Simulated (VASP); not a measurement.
# Ga3SbAs2 (P3m1) in VASP: notebook

The runs below take Ga3SbAs2 through single point, relaxation of cell and atoms, with PBE.

Everything below comes from runs of VASP 6.6.1. Logs are shortened: lines on timing, memory, paths and dates and some standing lists are left out, and cuts for length are marked.

### 1 The cell of the first run

Symmetry: P3m1, No. 156, trigonal system. Conventional cell: a = 3.977 Å, b = 3.977 Å, c = 9.743 Å, α = 90.00°, β = 90.00°, γ = 120.00°. Ga (site symmetry 3m) has 3 As at 2.44 Å and 1 Sb at 2.44 Å within 3.2 Å. Ga (site symmetry 3m) has 3 Sb at 2.44 Å and 1 As at 2.44 Å within 3.2 Å. Ga (site symmetry 3m) has 4 As at 2.44 Å within 3.2 Å. Sb (site symmetry 3m) has 4 Ga at 2.44 Å within 3.2 Å. Within 3.2 Å of As (site symmetry 3m) lie 4 Ga at 2.44 Å. Within 3.2 Å of As (site symmetry 3m) lie 4 Ga at 2.44 Å.

### 2 Single point, PBE

File INCAR:

```
ALGO     = Normal         # electronic algorithm
EDIFF    = 1E-6           # SCF threshold, eV
ENCUT    = 520            # plane-wave cutoff, eV
GGA      = PE             # functional
ISIF     = 2              # what is computed and relaxed
ISMEAR   = 0              # smearing method
LASPH    = True           # aspherical terms in the spheres
LCHARG   = True           # write CHGCAR
LELF     = True           # ELF
LREAL    = False          # projectors in reciprocal space
LVHAR    = True         
LWAVE    = False          # write WAVECAR
NBANDS   = 36             # bands
NELM     = 100            # most SCF steps
PREC     = Accurate       # precision mode
SIGMA    = 0.1            # smearing width, eV
```

File KPOINTS:

```
k-points
0
Gamma
  6 6 2
```

File POSCAR:

```
Ga3SbAs2
1.0
    3.9774731700      0.0000000000      0.0000000000
   -1.9887365900      3.4445928100      0.0000000000
    0.0000000000      0.0000000000      9.7427797400
Ga Sb As
3 1 2
Direct
    0.0000000000      0.0000000000      0.0000000000
    0.3333333300      0.6666666700      0.6666666700
    0.6666666700      0.3333333300      0.3333333300
    0.0000000000      0.0000000000      0.7500000000
    0.3333333300      0.6666666700      0.4166666700
    0.6666666700      0.3333333300      0.0833333300
```

Potentials or basis: VASP PAW PBE potentials, release 64 (Ga_d, Sb, As).

Run with:

```sh
$ cat potpaw_PBE.64/Ga_d/POTCAR potpaw_PBE.64/Sb/POTCAR potpaw_PBE.64/As/POTCAR > POTCAR
$ mpirun -np 1 vasp_std > vasp.out
```

OUTCAR:

```text
EDIFF = 1E-6
   ENCUT = 520
   GGA = PE
   ISIF = 2
   ISMEAR = 0
   LASPH = True
   LREAL = False
   NELM = 100
   PREC = Accurate

 ion  position               nearest neighbor table
   1  0.000  0.000  0.000-   6 2.44   6 2.44   6 2.44   4 2.44
   2  0.333  0.667  0.667-   4 2.44   4 2.44   4 2.44   5 2.44
   3  0.667  0.333  0.333-   5 2.44   5 2.44   6 2.44   5 2.44
   4  0.000  0.000  0.750-   2 2.44   2 2.44   2 2.44   1 2.44
   5  0.333  0.667  0.417-   3 2.44   3 2.44   2 2.44   3 2.44
   6  0.667  0.333  0.083-   1 2.44   1 2.44   1 2.44   3 2.44

  LATTYP: Found a hexagonal cell.
 ALAT       =     3.9774731700
 C/A-ratio  =     2.4494897448

  Lattice vectors:

 A1 = (   3.9774731700,   0.0000000000,   0.0000000000)
 A2 = (  -1.9887365900,   3.4445928100,   0.0000000000)
 A3 = (   0.0000000000,   0.0000000000,   9.7427797400)

Analysis of symmetry for initial positions (statically):
=====================================================================
 Subroutine PRICEL returns:
 Original cell was already a primitive cell.

 Routine SETGRP: Setting up the symmetry group for a
 hexagonal supercell.

 Subroutine GETGRP returns: Found  6 space group operations
 (whereof  6 operations were pure point group operations)
 out of a pool of 24 trial point group operations.

The static configuration has the point symmetry C_3v.

Analysis of symmetry for dynamics (positions and initial velocities):
=====================================================================
 Subroutine PRICEL returns:
 Original cell was already a primitive cell.

 Routine SETGRP: Setting up the symmetry group for a
 hexagonal supercell.

 Subroutine GETGRP returns: Found  6 space group operations
 (whereof  6 operations were pure point group operations)
 out of a pool of 24 trial point group operations.

The dynamic configuration has the point symmetry C_3v.

 Subroutine INISYM returns: Found  6 space group operations
 (whereof  6 operations are pure point group operations),
 and found     1 'primitive' translations

----------------------------------------------------------------------------------------

                                     Primitive cell

  volume of cell :     133.4836

  direct lattice vectors                    reciprocal lattice vectors
     3.977473170  0.000000000  0.000000000     0.251415901  0.145155038  0.000000000
    -1.988736590  3.444592810  0.000000000     0.000000000  0.290310076  0.000000000
     0.000000000  0.000000000  9.742779740     0.000000000  0.000000000  0.102640112

  length of vectors
     3.977473170  3.977473174  9.742779740     0.290310076  0.290310076  0.102640112

  position of ions in fractional coordinates (direct lattice)
     0.000000000  0.000000000  0.000000000
     0.333333330  0.666666670  0.666666670
     0.666666670  0.333333330  0.333333330
     0.000000000  0.000000000  0.750000000
     0.333333330  0.666666670  0.416666670
     0.666666670  0.333333330  0.083333330

  ion indices of the primitive-cell ions
   primitive index   ion index
                 1           1
                 2           2
                 3           3
                 4           4
                 5           5
                 6           6

----------------------------------------------------------------------------------------

 KPOINTS: k-points

Automatic generation of k-mesh.
 Grid dimensions read from file:
 generate k-points for:    6    6    2

 Generating k-lattice:

  Cartesian coordinates                     Fractional coordinates (reciprocal lattice)
     0.041902650  0.024192506  0.000000000     0.166666667 -0.000000000  0.000000000
     0.000000000  0.048385013  0.000000000     0.000000000  0.166666667  0.000000000
     0.000000000  0.000000000  0.051320056     0.000000000  0.000000000  0.500000000

  Length of vectors
     0.048385013  0.048385013  0.051320056

  Shift w.r.t. Gamma in fractional coordinates (k-lattice)
     0.000000000  0.000000000  0.000000000

 Subroutine IBZKPT returns following result:
[... 52 lines left out ...]

 k-point     2 :       0.1667    0.0000    0.0000
  band No.  band energies     occupation
      1      -9.9862      2.00000
      2      -9.9295      2.00000
      3      -9.9291      2.00000
      4      -9.8888      2.00000
      5      -9.8433      2.00000
      6      -9.8385      2.00000
[... 28 lines left out ...]
     35      10.2014      0.00000
     36      10.2705      0.00000

 k-point     3 :       0.3333    0.0000    0.0000
  band No.  band energies     occupation
      1     -10.0169      2.00000
      2      -9.9206      2.00000
      3      -9.9118      2.00000
      4      -9.8939      2.00000
      5      -9.8571      2.00000
      6      -9.8395      2.00000
[... 28 lines left out ...]
     35      11.0656      0.00000
     36      11.1300      0.00000

 k-point     4 :       0.5000    0.0000    0.0000
  band No.  band energies     occupation
      1     -10.0305      2.00000
      2      -9.9178      2.00000
      3      -9.9036      2.00000
      4      -9.9028      2.00000
      5      -9.8623      2.00000
      6      -9.8393      2.00000
[... 28 lines left out ...]
     35      11.0377      0.00000
     36      12.0292      0.00000

 k-point     5 :       0.1667    0.1667    0.0000
  band No.  band energies     occupation
      1     -10.0080      2.00000
      2      -9.9255      2.00000
      3      -9.9146      2.00000
      4      -9.8890      2.00000
      5      -9.8534      2.00000
      6      -9.8411      2.00000
[... 265 lines left out ...]
 k-point    12 :       0.1667    0.1667    0.5000
  band No.  band energies     occupation
      1     -10.0080      2.00000
      2      -9.9253      2.00000
      3      -9.9145      2.00000
      4      -9.8894      2.00000
      5      -9.8542      2.00000
      6      -9.8411      2.00000
[... 28 lines left out ...]
     35      10.7728      0.00000
     36      11.0604      0.00000

 k-point    13 :       0.3333    0.1667    0.5000
  band No.  band energies     occupation
      1     -10.0262      2.00000
      2      -9.9194      2.00000
      3      -9.9062      2.00000
      4      -9.8974      2.00000
      5      -9.8603      2.00000
      6      -9.8439      2.00000
[... 28 lines left out ...]
     35      11.0368      0.00000
     36      11.3911      0.00000

 k-point    14 :       0.3333    0.3333    0.5000
  band No.  band energies     occupation
      1     -10.0285      2.00000
      2      -9.9180      2.00000
      3      -9.9068      2.00000
      4      -9.8962      2.00000
      5      -9.8573      2.00000
      6      -9.8504      2.00000
[... 28 lines left out ...]
     35      11.3924      0.00000
     36      12.0256      0.00000

------------------------ aborting loop because EDIFF is reached ----------------------------------------

  FORCE on cell =-STRESS in cart. coord.  units (eV):
  Direction    XX          YY          ZZ          XY          YZ          ZX
  --------------------------------------------------------------------------------------
  -------------------------------------------------------------------------------------
  Total       10.3175976     10.3175976      9.8543728     -0.0000000      0.0000000      0.0000000
  in kB      123.8400541    123.8400542    118.2800601     -0.0000002      0.0000000      0.0000000
  external PRESSURE =     121.9867228 kB  Pullay stress =       0.0000000 kB

 VOLUME and BASIS-vectors are now :
 -----------------------------------------------------------------------------
  energy-cutoff  :      520.00
  volume of cell :      133.48
      direct lattice vectors                 reciprocal lattice vectors
     3.977473170  0.000000000  0.000000000     0.251415901  0.145155038  0.000000000
    -1.988736590  3.444592810  0.000000000     0.000000000  0.290310076  0.000000000
     0.000000000  0.000000000  9.742779740     0.000000000  0.000000000  0.102640112

 POSITION                                       TOTAL-FORCE (eV/Angst)
 -----------------------------------------------------------------------------------
      0.00000      0.00000      0.00000         0.000000     -0.000000      1.585569
     -0.00000      2.29640      6.49519        -0.000000      0.000000     -1.527057
      1.98874      1.14820      3.24759        -0.000000      0.000000     -0.030062
      0.00000      0.00000      7.30708         0.000000     -0.000000     -0.177565
     -0.00000      2.29640      4.05949         0.000000     -0.000000     -0.061384
      1.98874      1.14820      0.81190        -0.000000     -0.000000      0.210498
 -----------------------------------------------------------------------------------
    total drift:                               -0.000003      0.000002      0.000163

  FREE ENERGIE OF THE ION-ELECTRON SYSTEM (eV)
  ---------------------------------------------------
  free  energy   TOTEN  =       -22.8062570283 eV

  energy  without entropy=      -22.8062558607  energy(sigma->0) =      -22.80625644
```

It took 32 s on 1 thread of AMD EPYC 9R45 (Zen 5), shared host; peak memory 0.24 GiB.

Results:

```
Free energy            : -22.8063 eV
Pressure               : 12.2 GPa
Largest force          : 1.586 eV/Å
Band gap on the k mesh : 0.55 eV, direct
```

Forces in eV/Å, atoms in the order of the input:
```
Ga   0.000  0.000  1.586
Ga   0.000  0.000 -1.527
Ga   0.000  0.000 -0.030
Sb   0.000  0.000 -0.178
As   0.000  0.000 -0.061
As   0.000  0.000  0.210
```

Stress tensor (GPa, compression positive):
```
12.38  0.00  0.00
 0.00 12.38  0.00
 0.00  0.00 11.83
```

Caveat: spin-orbit coupling is left out, which moves the levels of the heavy elements; forces of over 1 eV/Å act on the atoms, so gaps and moduli don't describe the material at rest.

### 3 Single point, PBE

This run uses another cell than the first one, of 25.83 Å³/atom, 1.161 times its volume.

File INCAR:

```
SYSTEM = Ga3SbAs2
PREC = Accurate
ENCUT = 520
EDIFF = 1E-7
ISMEAR = 0
SIGMA = 0.1
LREAL = .False.
LASPH = .True.
NELM = 100
ALGO = Normal
ISIF = 2
LWAVE = .False.
LCHARG = .False.
GGA = PE
NBANDS = 36
```

File KPOINTS:

```
regular mesh
0
Gamma
  6 6 2
  0 0 0
```

File POSCAR:

```
Ga3SbAs2
1.0
    4.1810734710      0.0000000030      0.0000000000
   -2.0905367381      3.6209158394      0.0000000000
    0.0000000000      0.0000000000     10.2378181207
Ga Sb As
3 1 2
Direct
    0.0000000000      0.0000000000      0.0132346478
    0.3333333333      0.6666666667      0.6522727380
    0.6666666667      0.3333333333      0.3336716022
    0.0000000000      0.0000000000      0.7506238972
    0.3333333333      0.6666666667      0.4102611874
    0.6666666667      0.3333333333      0.0899359275
```

Potentials or basis: VASP PAW PBE potentials, release 64 (Ga_d, Sb, As).

Run with:

```sh
$ cat potpaw_PBE.64/Ga_d/POTCAR potpaw_PBE.64/Sb/POTCAR potpaw_PBE.64/As/POTCAR > POTCAR
$ mpirun -np 1 vasp_std > vasp.out
```

Wall time 42 s (1 thread of AMD EPYC 9R45 (Zen 5), shared host); peak memory 0.28 GiB.

It converged, with:

```
Free energy            : -23.7116 eV
Pressure               : 0.1 GPa
Largest force          : 0.021 eV/Å
Band gap on the k mesh : zero (filled and empty bands touch)
```

Forces in eV/Å, atoms in the order of the input:
```
Ga   0.000  0.000 -0.009
Ga   0.000  0.000  0.021
Ga   0.000  0.000  0.001
Sb   0.000  0.000  0.004
As   0.000  0.000 -0.015
As   0.000  0.000 -0.002
```

Levels at points of the mesh, in eV from the Fermi level:
| k point | band 25 | band 26 | band 27 | band 28 | band 29 | band 30 |
| --- | --- | --- | --- | --- | --- | --- |
| (0.00, 0.00, 0.00) | -0.66 | -0.36 | 0.01 | 0.01 | 0.10 | 1.36 |
| (0.50, 0.00, 0.00) | -2.63 | -2.02 | -1.49 | 1.06 | 1.12 | 1.50 |
| (0.00, 0.00, 0.50) | -0.97 | -0.12 | -0.12 | 0.07 | 0.46 | 1.75 |
| (0.50, 0.00, 0.50) | -2.34 | -1.38 | -1.24 | 0.31 | 1.19 | 1.62 |

Caveat: spin-orbit coupling is left out, which moves the levels of the heavy elements.

### 4 Relaxation of cell and atoms, PBE

File INCAR:

```
PREC = Accurate
ENCUT = 600
EDIFF = 1E-7
ISMEAR = 0
SIGMA = 0.1
LREAL = F
LASPH = T
NELM = 80
ALGO = Normal
ISIF = 3
LWAVE = F
LCHARG = F
GGA = PE
IBRION = 2
NSW = 90
EDIFFG = -0.04
```

File KPOINTS:

```
regular mesh
0
Gamma
  6 6 2
```

File POSCAR:

```
Ga3SbAs2
1.0
    3.9774731700      0.0000000000      0.0000000000
   -1.9887365900      3.4445928100      0.0000000000
    0.0000000000      0.0000000000      9.7427797400
Ga Sb As
3 1 2
Direct
    0.0000000000      0.0000000000      0.0000000000
    0.3333333300      0.6666666700      0.6666666700
    0.6666666700      0.3333333300      0.3333333300
    0.0000000000      0.0000000000      0.7500000000
    0.3333333300      0.6666666700      0.4166666700
    0.6666666700      0.3333333300      0.0833333300
```

Run with:

```sh
$ cat potpaw_PBE.64/Ga_d/POTCAR potpaw_PBE.64/Sb/POTCAR potpaw_PBE.64/As/POTCAR > POTCAR
$ mpirun -np 1 vasp_std > vasp.out
```

Run time: 3.9 min. Hardware: 1 thread of AMD EPYC 9R45 (Zen 5), shared host; peak memory 0.3 GiB.

The run converged. Its results:

* Free energy: -23.7093 eV
* Relaxed volume: 25.90 Å³/atom
* Relaxed cell: a = 4.187 Å, b = 4.187 Å, c = 10.238 Å, α = 90.00°, β = 90.00°, γ = 120.00°
* Space group after relaxing (to 0.05 Å): P3m1 (No. 156)
* Energy gained by relaxing: 150.6 meV/atom
* Ionic steps: 9
* Pressure after relaxing: 0.0 GPa
* Largest force after relaxing: 0.017 eV/Å
* Band gap on the k mesh: zero (filled and empty bands touch)

Forces on the atoms (eV/Å):
```
Ga   0.000  0.000 -0.008
Ga   0.000  0.000  0.017
Ga   0.000  0.000  0.008
Sb   0.000  0.000 -0.009
As   0.000  0.000 -0.002
As   0.000  0.000 -0.007
```

The path:
| step | energy change (eV) | largest force (eV/Å) | pressure (GPa) | volume (Å³) |
| --- | --- | --- | --- | --- |
| 1 | 0.0000 | 1.5851 | 12.17 | 133.48 |
| 2 | -0.7049 | 0.3054 | -3.59 | 168.86 |
| 3 | -0.8412 | 0.5934 | -0.31 | 156.84 |
| 4 | -0.8411 | 0.5787 | -0.46 | 157.33 |
| 5 | -0.8702 | 0.3463 | -0.32 | 156.61 |
| 6 | -0.8941 | 0.3952 | 0.13 | 155.08 |
| 7 | -0.9022 | 0.1132 | 0.02 | 155.25 |
| 8 | -0.9025 | 0.0943 | 0.04 | 155.22 |
| 9 | -0.9035 | 0.0174 | -0.04 | 155.42 |

Final structure:
```cif
data_structure
_symmetry_space_group_name_H-M 'P 1'
_symmetry_Int_Tables_number 1
_cell_length_a 4.1868
_cell_length_b 4.1868
_cell_length_c 10.2377
_cell_angle_alpha 90.000
_cell_angle_beta 90.000
_cell_angle_gamma 120.000
_cell_volume 155.42
loop_
_atom_site_label
_atom_site_type_symbol
_atom_site_fract_x
_atom_site_fract_y
_atom_site_fract_z
_atom_site_occupancy
Ga1 Ga 0.00000 0.00000 0.01337 1
Ga2 Ga 0.33333 0.66667 0.65235 1
Ga3 Ga 0.66667 0.33333 0.33362 1
Sb1 Sb 0.00000 0.00000 0.75069 1
As1 As 0.33333 0.66667 0.41007 1
As2 As 0.66667 0.33333 0.08990 1
```

Levels at points of the mesh, in eV from the Fermi level:
| k point | band 24 | band 25 | band 26 | band 27 | band 28 | band 29 | band 30 | band 31 |
| --- | --- | --- | --- | --- | --- | --- | --- | --- |
| (0.00, 0.00, 0.00) | -1.09 | -0.67 | -0.35 | 0.01 | 0.01 | 0.10 | 1.35 | 3.07 |
| (0.50, 0.00, 0.00) | -2.79 | -2.61 | -2.01 | -1.48 | 1.07 | 1.13 | 1.50 | 1.95 |
| (0.00, 0.00, 0.50) | -0.96 | -0.96 | -0.12 | -0.12 | 0.06 | 0.45 | 1.73 | 3.54 |
| (0.50, 0.00, 0.50) | -2.72 | -2.33 | -1.36 | -1.23 | 0.31 | 1.20 | 1.62 | 2.64 |

Caveat: the volume moved by over 15 % at a fixed basis, so the end points are rough; spin-orbit coupling is left out, which moves the levels of the heavy elements.

### 5 Single point, PBE

This run uses another cell than the first one, of 25.79 Å³/atom, 1.159 times its volume.

File INCAR:

```
PREC = Accurate ; ENCUT = 520
EDIFF = 1E-7 ; ISMEAR = 0
SIGMA = 0.1 ; LREAL = False
LASPH = True ; NELM = 60
ALGO = Normal ; ISIF = 2
LWAVE = False ; LCHARG = False
GGA = PE ; NBANDS = 36
```

File KPOINTS:

```
regular mesh
0
Gamma
  12 12 4
```

File POSCAR:

```
Ga3SbAs2
1.0
    4.1776494881      0.0000000000      0.0000000000
   -2.0888247441      3.6179505848      0.0000000000
    0.0000000000      0.0000000000     10.2389541330
Ga Sb As
3 1 2
Direct
    0.0000000000      0.0000000000      0.0125357976
    0.3333333333      0.6666666667      0.6529607473
    0.6666666667      0.3333333333      0.3336254352
    0.0000000000      0.0000000000      0.7504462895
    0.3333333333      0.6666666667      0.4105750396
    0.6666666667      0.3333333333      0.0898566910
```

Run with:

```sh
$ cat potpaw_PBE.64/Ga_d/POTCAR potpaw_PBE.64/Sb/POTCAR potpaw_PBE.64/As/POTCAR > POTCAR
$ mpirun -np 1 vasp_std > vasp.out
```

Wall time 3.1 min (1 thread of AMD EPYC 9R45 (Zen 5), shared host); peak memory 0.47 GiB.

Results (log left out):

```yaml
Free_energy: -23.7437 eV
Pressure: 0.1 GPa
Largest_force: 0.007 eV/Å
Band_gap_on_the_k_mesh: zero (filled and empty bands touch)
```

Forces in eV/Å, atoms in the order of the input:
```
Ga   0.000  0.000  0.000
Ga   0.000  0.000  0.007
Ga   0.000  0.000  0.003
Sb   0.000  0.000 -0.002
As   0.000  0.000 -0.005
As   0.000  0.000 -0.004
```

Levels at points of the mesh, in eV from the Fermi level:
```
           k point  band 25  band 26  band 27  band 28  band 29  band 30
(0.00, 0.00, 0.00)    -0.68    -0.39    -0.01    -0.01     0.08     1.35
(0.50, 0.00, 0.00)    -2.66    -2.06    -1.52     1.03     1.08     1.47
(0.00, 0.00, 0.50)    -1.01    -0.14    -0.14     0.05     0.44     1.73
(0.50, 0.00, 0.50)    -2.38    -1.41    -1.27     0.27     1.16     1.59
```

Caveat: spin-orbit coupling is left out, which moves the levels of the heavy elements.

### 6 Summary

```csv
task,cell,k mesh,cutoff (eV),gap on the mesh (eV),pressure (GPa),largest force (eV/Å)
single point,"a = 3.977, b = 3.977, c = 9.743 Å, angles 90.0, 90.0, 120.0°, 6 atoms",6 × 6 × 2,520,0.55,12.2,1.59
single point,"a = 4.181, b = 4.181, c = 10.238 Å, angles 90.0, 90.0, 120.0°, 6 atoms",6 × 6 × 2,520,none,0.1,0.02
relaxation of cell and atoms,"relaxed from a = 3.977, b = 3.977, c = 9.743 Å, angles 90.0, 90.0, 120.0°, 6 atoms",6 × 6 × 2,600,none,0.0,0.02
single point,"a = 4.178, b = 4.178, c = 10.239 Å, angles 90.0, 90.0, 120.0°, 6 atoms",12 × 12 × 4,520,none,0.1,0.01
```

Alike in all rows: level PBE; potentials or basis VASP PAW PBE potentials, release 64 (Ga_d, Sb, As); no spin polarisation; smearing gaussian 0.1 eV.

Caveats: spin-orbit coupling is left out, which moves the levels of the heavy elements; forces of over 1 eV/Å act on the atoms, so gaps and moduli don't describe the material at rest (some runs); the volume moved by over 15 % at a fixed basis, so the end points are rough (some runs).

Total energies depend on the potentials used, so only differences within one code and one set of settings carry meaning.
